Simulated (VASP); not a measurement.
A run of VASP 6.6.1 is set up as follows.

The input INCAR:

```
  PREC = Accurate
  ENCUT = 520
  EDIFF = 1E-6
  ISMEAR = 0
  SIGMA = 0.01
  LREAL = F
  LASPH = T
  NELM = 60
  ALGO = Normal
  ISIF = 2
  LWAVE = F
  LCHARG = F
  LDIPOL = T
  IDIPOL = 3
  DIPOL = 0.5 0.5 0.341
  GGA = CA
  NBANDS = 18
```

File KPOINTS:

```
Automatic mesh
0
Gamma
  6 8 1
```

File POSCAR:

```
P
1.0
    4.6274948433      0.0000000000      0.0000000000
    0.0000000000      3.2918638654      0.0000000000
    0.0000000000      0.0000000000     27.8195791164
P
4
Direct
    0.0912379111      0.0000000000      0.3789328437
    0.4087620889      0.5000000000      0.3789328437
    0.5912379111      0.5000000000      0.3040393868
    0.9087620889      0.0000000000      0.3040393868
```

Potentials or basis: VASP PAW LDA potentials, release 64 (P).

Launch:

```sh
$ cat potpaw_LDA.64/P/POTCAR > POTCAR
$ mpirun -np 1 vasp_std > vasp.out
```

Question: Predict the largest force.

Answer: 0.140 eV/Å.

Question: What does it give for the band gap on the k mesh?

Answer: 0.84 eV, direct.

Forces in eV/Å, atoms in the order of the input:
```
P   -0.063  0.000 -0.125
P    0.063  0.000 -0.125
P   -0.063  0.000  0.125
P    0.063  0.000  0.125
```
